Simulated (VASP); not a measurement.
Wanted: the native input for a VASP 6.6.1 run.

```yaml
Task: single point
Functional: LDA
Potentials_or_basis: VASP PAW LDA potentials, release 64 (La, P)
Cutoff: 520 eV
k_mesh: 10 × 10 × 10
Occupations: fermi-dirac, width 0.03 eV
Spin: no spin polarisation
Dipole_correction: no
Further_INCAR_settings: ALGO = Normal; EDIFF = 1e-07; NBANDS = 15
```

The structure of LaP lies in POSCAR:

```
LaP
1.0
    0.0000000000      2.9922812700      2.9922812700
    2.9922812700      0.0000000000      2.9922812700
    2.9922812700      2.9922812700      0.0000000000
La P
1 1
Direct
    0.0000000000      0.0000000000      0.0000000000
    0.5000000000      0.5000000000      0.5000000000
```

This cell differs from its parent crystal: volume scaled by 0.98.

The input as run:

INCAR

```
SYSTEM = LaP
ALGO = Normal
EDIFF = 1E-7
ENCUT = 520
ISIF = 2
ISMEAR = -1
LASPH = .TRUE.
LCHARG = .FALSE.
LREAL = .FALSE.
LWAVE = .FALSE.
NBANDS = 15
NELM = 80
PREC = Accurate
SIGMA = 0.03
```

KPOINTS

```
k-points
0
G
  10 10 10
  0 0 0
```

Potentials or basis: VASP PAW LDA potentials, release 64 (La, P).

The run is started by

```bash
$ cat potpaw_LDA.64/La/POTCAR potpaw_LDA.64/P/POTCAR > POTCAR
$ mpirun -np 1 vasp_std > vasp.out
```

It gave:

```
Pressure               : -1.8 GPa
Band gap on the k mesh : zero (band 8 reaches 6.58 eV, above the bottom of band 9 at 6.40 eV)
```

Caveat: spin-orbit coupling is left out, which moves the levels of the heavy elements.

It took 21 s on 1 thread of AMD EPYC 9R45 96-Core Processor (Zen 5) (shared host), peak memory 0.16 GiB.
